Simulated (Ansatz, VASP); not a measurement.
Cu: VASP beside Ansatz

```xyz
1
Lattice="0.0000 1.7778 1.7778 1.7778 0.0000 1.7778 1.7778 1.7778 0.0000" Properties=species:S:1:pos:R:3 pbc="T T T"
Cu    0.0000    0.0000    0.0000
```

Alike in both runs: task single point; functional PBE; k mesh 26 × 26 × 26; occupations gaussian, width 0.1 eV; no spin polarisation.

```csv
,VASP,Ansatz
version,VASP 6.6.1,Ansatz 0.2.0
potentials or method,"VASP PAW PBE potentials, release 64 (Cu), cutoff 520 eV","scalar-relativistic, plane waves, PAW"
valence electrons in the cell,11,19
```

|  | VASP | Ansatz | Ansatz less VASP |
| --- | --- | --- | --- |
| gap on the k mesh at the Fermi level (eV) | none | none | - |
| pressure (GPa) | 10.7 | 10.2 | -0.53 |

A gap of «none» marks a metal or a gap that the smearing closes. VASP's potentials hold 11 valence electrons a cell and Ansatz's 19, so a difference there can come from the potentials and not from the codes.
